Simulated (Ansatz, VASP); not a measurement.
**BeS in VASP and in Ansatz**

File INCAR:

```
SYSTEM = BeS
ALGO = Normal ; EDIFF = 1E-6
ENCUT = 520 ; ISIF = 2
ISMEAR = -1 ; LASPH = .True.
LCHARG = .True. ; LELF = .True.
LREAL = .False. ; LVHAR = .True.
LWAVE = .False. ; NBANDS = 11
NELM = 100 ; PREC = Accurate
SIGMA = 0.05
```

KPOINTS

```
k-points
0
Gamma
  9 9 9
  0 0 0
```

File POSCAR:

```
BeS
1.0
    0.0000000000      2.3922257121      2.3922257121
    2.3922257121      0.0000000000      2.3922257121
    2.3922257121      2.3922257121      0.0000000000
S Be
1 1
Direct
    0.7500000000      0.7500000000      0.7500000000
    0.0000000000      0.0000000000      0.0000000000
```

Contents of input.yaml:

```yaml
crystal:
  lattice:
    - [0.0, 2.3922257121, 2.3922257121]
    - [2.3922257121, 0.0, 2.3922257121]
    - [2.3922257121, 2.3922257121, 0.0]
  atoms:
    - { symbol: S, position: [0.75, 0.75, 0.75] }
    - { symbol: Be, position: [0.0, 0.0, 0.0] }
kpoints:
  mp_grid: { grid: [9, 9, 9] }
scf:
  occupations: { method: fermi_dirac, width: 0.05 }
hamiltonian:
  xc: lda
  pseudopotentials: { kind: all_electron, lapw: { basis_error: 0.001 } }
output:
  forces: true
  stress: true
  eigenvalues: true
```

Change from the starting cell: volume scaled by 0.96.

Alike in both runs: task single point; functional LDA; k mesh 9 × 9 × 9; occupations fermi-dirac, width 0.05 eV; no spin polarisation.

|  | VASP | Ansatz |
| --- | --- | --- |
| version | VASP 6.6.1 | Ansatz 0.2.0 |
| potentials or method | VASP PAW LDA potentials, release 64 (S, Be), cutoff 520 eV | all-electron LAPW, scalar-relativistic |

VASP gave:

```
gap on the k mesh at the Fermi level (eV) : 2.92
least direct gap on the mesh (eV)         : 5.52
pressure (GPa)                            : 0.8
```

**Question.** Estimate Ansatz's values.

**Answer.** gap on the k mesh at the Fermi level (eV): 2.91; least direct gap on the mesh (eV): 5.50; pressure (GPa): 0.7.

LDA's correlation is that of Perdew and Zunger in VASP and of Perdew and Wang (1992) in Ansatz. Ansatz ran all-electron here, and VASP with PAW potentials.
